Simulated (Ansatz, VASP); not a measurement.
# PtSe2: VASP beside Ansatz

```
CELL_PARAMETERS angstrom
3.70704 0.00000 0.00000
-1.85352 3.21039 0.00000
0.00000 0.00000 22.79816
ATOMIC_POSITIONS crystal
Se 0.66667 0.33333 0.19738
Se 0.33333 0.66667 0.31358
Se 0.33333 0.16667 0.46754
Se 0.66667 0.83333 0.58374
Pt 0.00000 0.00000 0.25548
Pt 0.00000 0.50000 0.52564
```

Alike in both runs: task single point; functional PBE; dispersion D3(BJ); k mesh 9 × 9 × 1; occupations gaussian, width 0.05 eV; no spin polarisation.

|  | VASP | Ansatz |
| --- | --- | --- |
| version | VASP 6.6.1 | Ansatz 0.2.0 |
| potentials or method | VASP PAW PBE potentials, release 64 (Se, Pt), cutoff 520 eV | scalar-relativistic, plane waves, PAW |
| valence electrons in the cell | 44 | 100 |

```tsv
	VASP	Ansatz	Ansatz less VASP
gap on the k mesh at the Fermi level (eV)	0.97	0.98	+0.008
least direct gap on the mesh (eV)	1.13	1.14	+0.009
rms of the force components (eV/Å)	0.036	0.036	+0.0001
```

VASP's potentials hold 44 valence electrons a cell and Ansatz's 100, so a difference there can come from the potentials and not from the codes.

Neither program's run includes spin-orbit coupling.
